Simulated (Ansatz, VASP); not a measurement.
One calculation of BiTe, two programs

```
Bi Te
1.0
    -0.04850    3.23327    3.23327
     3.23327   -0.04850    3.23327
     3.18477    3.18477    0.00000
Bi Te
1 1
Direct
  0.00000 0.00000 0.00000
  0.50000 0.50000 0.50000
```

Change from the starting cell: strain -0.0300 x Voigt [0, 0, 0, 0, 0, 1], atoms carried along.

Alike in both runs: task single point; functional r2SCAN; k mesh 16 × 16 × 16; occupations gaussian, width 0.15 eV; no spin polarisation.

|  | VASP | Ansatz |
| --- | --- | --- |
| version | VASP 6.6.1 | Ansatz 0.2.0 |
| potentials or method | VASP PAW PBE potentials, release 64 (Bi_d, Te), cutoff 520 eV | scalar-relativistic, plane waves, PAW |
| valence electrons in the cell | 21 | 31 |

|  | VASP | Ansatz | Ansatz less VASP |
| --- | --- | --- | --- |
| gap on the k mesh at the Fermi level (eV) | none | none | - |
| pressure (GPa) | 0.0 | 0.1 | +0.03 |

VASP's potentials were made for PBE, not for r2SCAN. A gap of «none» marks a metal or a gap that the smearing closes. VASP's potentials hold 21 valence electrons a cell and Ansatz's 31, so a difference there can come from the potentials and not from the codes.

Neither program's run includes spin-orbit coupling.
